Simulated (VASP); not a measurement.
Input of a VASP 6.6.1 run:

INCAR

```
SYSTEM = Na4Au
PREC     = Accurate       ! precision mode
ENCUT    = 520            ! plane-wave cutoff, eV
EDIFF    = 1E-6           ! SCF threshold, eV
ISMEAR   = 0              ! smearing method
SIGMA    = 0.2            ! smearing width, eV
LREAL    = .FALSE.        ! projectors in reciprocal space
LASPH    = .TRUE.         ! aspherical terms in the spheres
NELM     = 80             ! most SCF steps
ALGO     = Fast           ! electronic algorithm
ISIF     = 2              ! what is computed and relaxed
LWAVE    = .FALSE.        ! write WAVECAR
LCHARG   = .TRUE.         ! write CHGCAR
GGA      = PE             ! functional
LELF     = .TRUE.         ! ELF
LVHAR    = .TRUE.       
NBANDS   = 50             ! bands
```

File KPOINTS:

```
regular mesh
0
G
  4 4 4
  0 0 0
```

POSCAR

```
Na4Au
1.0
    3.5122090788     -3.4939253807     -3.2727825343
    3.5342046933      3.4848131463     -3.2371380701
    6.9271746695      0.0560563009      6.3825773730
Na Au
8 2
Direct
    0.1089399145      0.4599700260      0.0355730682
    0.6075355596      0.9640171236      0.5356001142
    0.0376260040      0.3941661147      0.4647719235
    0.5353307602      0.8922878033      0.9644902047
    0.2093288634      0.8589487267      0.2872254288
    0.7153240802      0.3573110088      0.7862110661
    0.6419327375      0.2912254539      0.2123161238
    0.1432416388      0.7851055629      0.7137891184
   -0.0009534426     -0.0036347503      0.0002621630
    0.5016938845      0.5006029305      0.4997607894
```

Potentials or basis: VASP PAW PBE potentials, release 64 (Na_pv, Au).

Launch:

```bash
$ cat potpaw_PBE.64/Na_pv/POTCAR potpaw_PBE.64/Au/POTCAR > POTCAR
$ mpirun -np 1 vasp_std > vasp.out
```

Task: Estimate the largest force.

Result: 0.015 eV/Å.

Task: Estimate the pressure.

Result: 0.0 GPa.

Stress tensor (GPa, compression positive):
```
 0.06 -0.05 -0.04
-0.05  0.01 -0.06
-0.04 -0.06  0.04
```
